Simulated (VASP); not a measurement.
# TiSi2 (Fddd) in VASP: notebook, part 2 of 2

VASP 6.6.1. Earlier steps stand in the parts before.

### Step 3. Single point, PBE+U

INCAR reads:

```
SYSTEM = TiSi2
PREC = Accurate ; ENCUT = 520
EDIFF = 1E-6 ; ISMEAR = -1
SIGMA = 0.05 ; LREAL = .False.
LASPH = .True. ; NELM = 150
ALGO = Normal ; ISIF = 2
LWAVE = .False. ; LCHARG = .True.
LMAXMIX = 4 ; LDAU = .True.
LDAUTYPE = 2 ; LDAUL = 2 -1
LDAUU = 5 0 ; LDAUJ = 0 0
LDAUPRINT = 1 ; GGA = PE
LELF = .True. ; LVHAR = .True.
NBANDS = 29
```

KPOINTS reads:

```
regular mesh
0
Gamma
  7 7 7
  0 0 0
```

POSCAR reads:

```
TiSi2
1.0
    0.0000000000      4.1175163063      4.2628978354
    2.3895119538      0.0000000000      4.2628978354
    2.3895119538      4.1175163063      0.0000000000
Ti Si
2 4
Direct
    0.7500000000      0.7500000000      0.7500000000
    0.5000000000      0.5000000000      0.5000000000
    0.4125656100      0.0874343900      0.4125656100
    0.0874343900      0.4125656100      0.0874343900
    0.1625656100      0.8374343900      0.1625656100
    0.8374343900      0.1625656100      0.8374343900
```

Potentials or basis: VASP PAW PBE potentials, release 64 (Ti_sv, Si).

The run is started by

```console
$ cat potpaw_PBE.64/Ti_sv/POTCAR potpaw_PBE.64/Si/POTCAR > POTCAR
$ mpirun -np 1 vasp_std > vasp.out
```

OUTCAR:

```text
SYSTEM = TiSi2
   PREC = Accurate
   ENCUT = 520
   EDIFF = 1E-6
   ISMEAR = -1
   LREAL = .False.
   LASPH = .True.
   NELM = 150
   ISIF = 2
   GGA = PE

 ion  position               nearest neighbor table
   1  0.750  0.750  0.750-   6 2.55   5 2.55   6 2.55   5 2.55   3 2.74   3 2.74   4 2.74   4 2.74
                             3 2.78   4 2.78
   2  0.500  0.500  0.500-   4 2.55   3 2.55   4 2.55   3 2.55   5 2.74   5 2.74   6 2.74   6 2.74
                             5 2.78   6 2.78
   3  0.413  0.087  0.413-   6 2.52   6 2.52   2 2.55   2 2.55   4 2.68   1 2.74   1 2.74   1 2.78
                             4 2.79   4 2.79
   4  0.087  0.413  0.087-   5 2.52   5 2.52   2 2.55   2 2.55   3 2.68   1 2.74   1 2.74   1 2.78
                             3 2.79   3 2.79
   5  0.163  0.837  0.163-   4 2.52   4 2.52   1 2.55   1 2.55   6 2.68   2 2.74   2 2.74   2 2.78
                             6 2.79   6 2.79
   6  0.837  0.163  0.837-   3 2.52   3 2.52   1 2.55   1 2.55   5 2.68   2 2.74   2 2.74   2 2.78
                             5 2.79   5 2.79

  LATTYP: Found a face centered orthorhombic cell.
 ALAT       =     4.7790239076
 B/A-ratio  =     1.7231620456
 C/A-ratio  =     1.7840035613

  Lattice vectors:

 A1 = (   0.0000000000,   4.1175163063,   4.2628978354)
 A2 = (   2.3895119538,   0.0000000000,   4.2628978354)
 A3 = (   2.3895119538,   4.1175163063,   0.0000000000)

Analysis of symmetry for initial positions (statically):
=====================================================================
 Subroutine PRICEL returns:
 Original cell was already a primitive cell.

 Routine SETGRP: Setting up the symmetry group for a
 face centered orthorhombic supercell.

[... 229 lines left out ...]
  o =  0.1887  v =  0.0000  0.0000  0.0000  0.0000  0.0000  1.0000  0.0000  0.0000  0.0000  0.0000      0.0000  0.0000  0.0000  0.0000  0.0000  0.0000  0.0000  0.0000  0.0000  0.0000
  o =  0.1887  v =  1.0000  0.0000  0.0000  0.0000  0.0000  0.0000  0.0000  0.0000  0.0000  0.0000      0.0000  0.0000  0.0000  0.0000  0.0000  0.0000  0.0000  0.0000  0.0000  0.0000
  o =  0.1908  v =  0.0000  0.0000  0.0000  0.0000  0.0000  0.0000  1.0000  0.0000  0.0000  0.0000      0.0000  0.0000  0.0000  0.0000  0.0000  0.0000  0.0000  0.0000  0.0000  0.0000
  o =  0.1908  v =  0.0000  1.0000  0.0000  0.0000  0.0000  0.0000  0.0000  0.0000  0.0000  0.0000      0.0000  0.0000  0.0000  0.0000  0.0000  0.0000  0.0000  0.0000  0.0000  0.0000
  o =  0.2362  v =  0.0000  0.0000  0.0000  1.0000  0.0000  0.0000  0.0000  0.0000  0.0000  0.0000      0.0000  0.0000  0.0000  0.0000  0.0000  0.0000  0.0000  0.0000  0.0000  0.0000
  o =  0.2362  v =  0.0000  0.0000  0.0000  0.0000  0.0000  0.0000  0.0000  0.0000  1.0000  0.0000      0.0000  0.0000  0.0000  0.0000  0.0000  0.0000  0.0000  0.0000  0.0000  0.0000

 number of electron      40.0000003 magnetization

 Free energy of the ion-electron system (eV)
  ---------------------------------------------------
  ext. energy  EPLUGINS =         0.00000000
  ---------------------------------------------------
  free energy    TOTEN  =       -32.73551905 eV

  energy without entropy =      -32.71568586  energy(sigma->0) =      -32.72560245

 E-fermi :  10.5767     XC(G=0): -11.7546

 val. band max:       10.5656104162   @ k =   0.0000   0.4286   0.4286
 cond. band min:      10.5773092803   @ k =  -0.2857   0.1429  -0.0000
 fundamental gap:      0.0116988641
 Fermi energy:        10.5767136482

 k-point     1 :       0.0000    0.0000    0.0000
  band No.  band energies     occupation
      1     -47.1494      2.00000
      2     -47.1225      2.00000
      3     -23.4905      2.00000
      4     -23.4490      2.00000
      5     -23.3852      2.00000
      6     -23.3675      2.00000
[... 757 lines left out ...]
     28      14.5266      0.00000
     29      14.5868      0.00000

 [... further k-points ...]
[... 5 lines left out ...]
  --------------------------------------------------------------------------------------
  -------------------------------------------------------------------------------------
  Total        4.5657110      3.4949561      4.8743464      0.0000000      0.0000000      0.0000000
  in kB       87.2046296     66.7533163     93.0995367      0.0000000      0.0000000      0.0000000
  external PRESSURE =      82.3524942 kB  Pullay stress =       0.0000000 kB

 VOLUME and BASIS-vectors are now :
 -----------------------------------------------------------------------------
  energy-cutoff  :      520.00
  volume of cell :       83.88
      direct lattice vectors                 reciprocal lattice vectors
     0.000000000  4.117516306  4.262897835    -0.209247750  0.121432427  0.117291106
     2.389511954  0.000000000  4.262897835     0.209247750 -0.121432427  0.117291106
     2.389511954  4.117516306  0.000000000     0.209247750  0.121432427 -0.117291106

 POSITION                                       TOTAL-FORCE (eV/Angst)
 -----------------------------------------------------------------------------------
      3.58427      6.17627      6.39435         0.000000      0.000000      0.000000
      2.38951      4.11752      4.26290        -0.000000      0.000000     -0.000000
      1.19476      3.39749      2.13145        -0.000000     -0.147982     -0.000000
      1.19476      0.72003      2.13145        -0.000000      0.147982     -0.000000
      2.38951      1.33873      4.26290         0.000000     -0.147982      0.000000
      2.38951      6.89630      4.26290         0.000000      0.147982      0.000000
 -----------------------------------------------------------------------------------
    total drift:                               -0.000000     -0.000000      0.000000

  FREE ENERGIE OF THE ION-ELECTRON SYSTEM (eV)
  ---------------------------------------------------
  free  energy   TOTEN  =       -32.7355190459 eV

  energy  without entropy=      -32.7156858573  energy(sigma->0) =      -32.72560245
```

OSZICAR:

```text
N       E                     dE             d eps       ncg     rms          rms(c)
DAV:   1     0.397723950168E+03    0.39772E+03   -0.18717E+04  3712   0.147E+03
DAV:   2     0.863731050063E+01   -0.38909E+03   -0.37873E+03  3732   0.433E+02
DAV:   3    -0.349347626836E+02   -0.43572E+02   -0.42692E+02  6267   0.121E+02
DAV:   4    -0.383084094314E+02   -0.33736E+01   -0.33522E+01  5240   0.302E+01
DAV:   5    -0.385030177516E+02   -0.19461E+00   -0.19455E+00  5635   0.621E+00    0.188E+01
DAV:   6    -0.330962748410E+02    0.54067E+01   -0.41819E+01  5236   0.472E+01    0.675E+00
DAV:   7    -0.327942747552E+02    0.30200E+00   -0.59015E+00  4997   0.177E+01    0.464E+00
DAV:   8    -0.327804059263E+02    0.13869E-01   -0.10165E+00  5551   0.765E+00    0.201E+00
DAV:   9    -0.327356076227E+02    0.44798E-01   -0.41589E-01  5151   0.513E+00    0.563E-01
DAV:  10    -0.327355010769E+02    0.10655E-03   -0.15168E-02  4853   0.875E-01    0.254E-01
DAV:  11    -0.327356330854E+02   -0.13201E-03   -0.89187E-03  5564   0.623E-01    0.175E-01
DAV:  12    -0.327355394740E+02    0.93611E-04   -0.24655E-03  5284   0.377E-01    0.599E-02
DAV:  13    -0.327355099195E+02    0.29554E-04   -0.26601E-04  5111   0.133E-01    0.184E-02
DAV:  14    -0.327355191479E+02   -0.92284E-05   -0.50616E-05  5198   0.360E-02    0.110E-02
DAV:  15    -0.327355190459E+02    0.10208E-06   -0.25060E-06  4002   0.115E-02
   1 F= -.32735519E+02 E0= -.32725602E+02  d E =-.198332E-01
```

stdout:

```text
POSCAR found type information on POSCAR TiSi
 POSCAR found :  2 types and       6 ions
 scaLAPACK will be used
 LDA part: xc-table for (Slater+PW92), standard interpolation
 POSCAR, INCAR and KPOINTS ok, starting setup
 FFT: planning ... GRIDC
 FFT: planning ... GRID_SOFT
 FFT: planning ... GRID
 WAVECAR not read
 entering main loop
```

Wall time 7.1 min (1 thread of Intel Xeon 8259CL, shared host); peak memory 0.31 GiB.

Results:

| Quantity | Value |
| --- | --- |
| Free energy | -32.7355 eV |
| Pressure | 8.2 GPa |
| Largest force | 0.148 eV/Å |
| Band gap on the k mesh | zero (bands 20 and 21 overlap by 1.97 eV) |

Forces on the atoms (eV/Å):
```
Ti   0.000  0.000  0.000
Ti   0.000  0.000  0.000
Si   0.000 -0.148  0.000
Si   0.000  0.148  0.000
Si   0.000 -0.148  0.000
Si   0.000  0.148  0.000
```

Levels at points of the mesh, in eV from the Fermi level:
```tsv
k point	band 16	band 17	band 18	band 19	band 20	band 21	band 22	band 23	band 24	band 25
(0.00, 0.00, 0.00)	-2.83	-2.40	-2.35	-2.06	-1.70	-0.92	2.36	3.00	3.22	3.37
```

Eigenvalues of the final occupation matrices:
```csv
site,spin,trace,eigenvalues
site 1 d,1,0.95,0.15 0.18 0.19 0.19 0.24
site 1 d,2,0.95,0.15 0.18 0.19 0.19 0.24
site 2 d,1,0.95,0.15 0.18 0.19 0.19 0.24
site 2 d,2,0.95,0.15 0.18 0.19 0.19 0.24
```

Caveat: the cell stands under pressure; U without spin polarisation on a metal has little footing; the U is typed as a test and isn't derived for this compound.

The gap in the log of VASP goes by the Fermi energy; the results here count the filled bands.